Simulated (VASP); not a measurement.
# SnO2 (C2/m) in VASP: notebook, part 2 of 2

VASP 6.6.1. Earlier steps stand in the parts before.

## Step 5: Single point, PBE+D3(BJ)

This run uses another cell than the first one, of 12.73 Å³/atom, 0.955 times its volume.

Input file INCAR:

```
SYSTEM = SnO2
PREC = Accurate ; ENCUT = 520
EDIFF = 1E-6 ; ISMEAR = 0
SIGMA = 0.05 ; LREAL = .False.
LASPH = .True. ; NELM = 60
ALGO = Normal ; ISIF = 2
LWAVE = .False. ; LCHARG = .True.
GGA = PE ; IVDW = 12
LELF = .True. ; LVHAR = .True.
NBANDS = 49
```

Input file KPOINTS:

```
Automatic mesh
0
Gamma
  9 9 2
  0 0 0
```

Input file POSCAR:

```
SnO2
1.0
   -3.2372529198      0.0000000000      0.0000000000
   -1.6186264599     -2.8035432670      0.0000000000
   -2.4279396898     -1.4017716336     12.6254773976
Sn O
3 6
Direct
    0.4117248572      0.4117248572      0.5098836190
    0.9150250624     -0.0849749376      0.1699498752
   -0.0915753481     -0.0915753481      0.8498173628
    0.5424633656      0.5424633656      0.2484066022
    0.5358629551     -0.4641370449      0.9282740898
    0.0391631603      0.0391631603      0.5883403460
    0.2809863487      0.2809863487      0.7713606359
    0.7842865540     -0.2157134460      0.4314268921
    0.2875867592      0.2875867592      0.0914931483
```

Potentials or basis: VASP PAW PBE potentials, release 64 (Sn_d, O).

On the command line:

```
> cat potpaw_PBE.64/Sn_d/POTCAR potpaw_PBE.64/O/POTCAR > POTCAR
> mpirun -np 1 vasp_std > vasp.out
```

OUTCAR:

```text
SYSTEM = SnO2
   PREC = Accurate
   ENCUT = 520
   EDIFF = 1E-6
   ISMEAR = 0
   LREAL = .False.
   LASPH = .True.
   NELM = 60
   ISIF = 2
   GGA = PE
   IVDW = 12
 IVDW          = 12

 ion  position               nearest neighbor table
   1  0.412  0.412  0.510-   8 2.12   8 2.12   8 2.12   6 2.12   6 2.12   6 2.12
   2  0.915  0.915  0.170-   9 2.12   9 2.12   9 2.12   4 2.12   4 2.12   4 2.12
   3  0.908  0.908  0.850-   7 2.12   7 2.12   7 2.12   5 2.12   5 2.12   5 2.12
   4  0.542  0.542  0.248-   2 2.12   2 2.12   2 2.12
   5  0.536  0.536  0.928-   3 2.12   3 2.12   3 2.12
   6  0.039  0.039  0.588-   1 2.12   1 2.12   1 2.12
   7  0.281  0.281  0.771-   3 2.12   3 2.12   3 2.12
   8  0.784  0.784  0.431-   1 2.12   1 2.12   1 2.12
   9  0.288  0.288  0.091-   2 2.12   2 2.12   2 2.12

  LATTYP: Found a face centered orthorhombic cell.
 ALAT       =     3.2372529198
 B/A-ratio  =     1.7320508076
 C/A-ratio  =     7.8001180077

  Lattice vectors:

 A1 = (  -2.4279396898,  -1.4017716336,  12.6254773976)
[... 223 lines left out ...]
  band No.  band energies     occupation
      1     -15.1409      2.00000
      2     -15.1297      2.00000
      3     -15.0770      2.00000
      4     -14.8810      2.00000
      5     -14.8794      2.00000
      6     -14.8764      2.00000
[... 1237 lines left out ...]
     48      15.5536      0.00000
     49      16.4791      0.00000

 [... further k-points ...]

------------------------ aborting loop because EDIFF is reached ----------------------------------------

 Edisp (eV)   -1.85317

 E8    (eV) :    -0.7385

  FORCE on cell =-STRESS in cart. coord.  units (eV):
  Direction    XX          YY          ZZ          XY          YZ          ZX
  --------------------------------------------------------------------------------------
  -------------------------------------------------------------------------------------
  Total       0.81740     0.53778     4.41155     0.24216     0.76663     1.32784
  in kB      11.42914     7.51935    61.68358     3.38597    10.71920    18.56621
  external pressure =       26.88 kB  Pullay stress =        0.00 kB

 VOLUME and BASIS-vectors are now :
 -----------------------------------------------------------------------------
  energy-cutoff  :      520.00
  volume of cell :      114.59
      direct lattice vectors                 reciprocal lattice vectors
    -3.237252920  0.000000000  0.000000000    -0.308903884  0.178345741 -0.039602463
    -1.618626460 -2.803543267  0.000000000     0.000000000 -0.356691481 -0.039602463
    -2.427939690 -1.401771634 12.625477398     0.000000000  0.000000000  0.079204926

 POSITION                                       TOTAL-FORCE (eV/Angst)
 -----------------------------------------------------------------------------------
     -3.23725     -1.86903      6.43752         0.000000     -0.000000     -0.000000
     -4.85588     -2.80354      2.14570        -0.054329     -0.031367      0.509079
     -6.47451     -3.73806     10.72935         0.054329      0.031367     -0.509079
     -3.23725     -1.86903      3.13625         0.003653      0.002109      0.050096
     -4.85588     -2.80354     11.71990        -0.737236     -0.425643     -1.028984
     -1.61863     -0.93451      7.42808        -0.000310     -0.000179      0.057723
     -3.23725     -1.86903      9.73880        -0.003653     -0.002109     -0.050096
     -4.85588     -2.80354      5.44697         0.000310      0.000179     -0.057723
     -1.61863     -0.93451      1.15514         0.737236      0.425643      1.028984
 -----------------------------------------------------------------------------------
    total drift:                               -0.000058     -0.000033      0.000059

  FREE ENERGIE OF THE ION-ELECTRON SYSTEM (eV)
  ---------------------------------------------------
  free  energy   TOTEN  =       -55.7994705796 eV

  energy  without entropy=      -55.7994705796  energy(sigma->0) =      -55.79947058
```

It took 3.4 min on 1 thread of Intel Xeon Platinum 8488C (Sapphire Rapids), shared host; peak memory 0.35 GiB.

What came out:

| Property | Result |
| --- | --- |
| Free energy | -55.7995 eV |
| Pressure | 2.7 GPa |
| Largest force | 1.335 eV/Å |
| Band gap on the k mesh | 1.09 eV, indirect (least direct gap 1.19 eV) |
| Dispersion energy per atom | -0.206 eV |

Forces on the atoms (eV/Å):
```
Sn   0.000  0.000  0.000
Sn  -0.054 -0.031  0.509
Sn   0.054  0.031 -0.509
O    0.004  0.002  0.050
O   -0.737 -0.426 -1.029
O    0.000  0.000  0.058
O   -0.004 -0.002 -0.050
O    0.000  0.000 -0.058
O    0.737  0.426  1.029
```

Stress tensor (GPa, compression positive):
```
1.14 0.34 1.86
0.34 0.75 1.07
1.86 1.07 6.17
```

Caveat: spin-orbit coupling is left out, which moves the levels of the heavy elements; forces of over 1 eV/Å act on the atoms, so gaps and moduli don't describe the material at rest. PBE gaps usually lie below the measured ones, often by a third to a half.

## Step 6: Summary

```csv
cell,gap on the mesh (eV),pressure (GPa),largest force (eV/Å)
"a = 3.237, b = 3.237, c = 13.519 Å, angles 79.7, 79.7, 60.0°, 9 atoms",1.62,0.6,0.17
"a = 3.237, b = 3.237, c = 13.237 Å, angles 87.9, 87.9, 60.0°, 9 atoms",1.66,0.4,0.20
"a = 3.237, b = 3.237, c = 13.066 Å, angles 77.1, 77.1, 60.0°, 9 atoms",0.58,4.2,2.41
"a = 3.237, b = 3.237, c = 12.933 Å, angles 79.2, 79.2, 60.0°, 9 atoms",1.09,2.7,1.34
```

Alike in all rows: task single point; level PBE+D3(BJ); potentials or basis VASP PAW PBE potentials, release 64 (Sn_d, O); no spin polarisation; k mesh 9 × 9 × 2; cutoff (eV) 520; smearing gaussian 0.05 eV.

Caveats: spin-orbit coupling is left out, which moves the levels of the heavy elements; forces of over 1 eV/Å act on the atoms, so gaps and moduli don't describe the material at rest (some runs).

Total energies depend on the potentials used, so only differences within one code and one set of settings carry meaning.
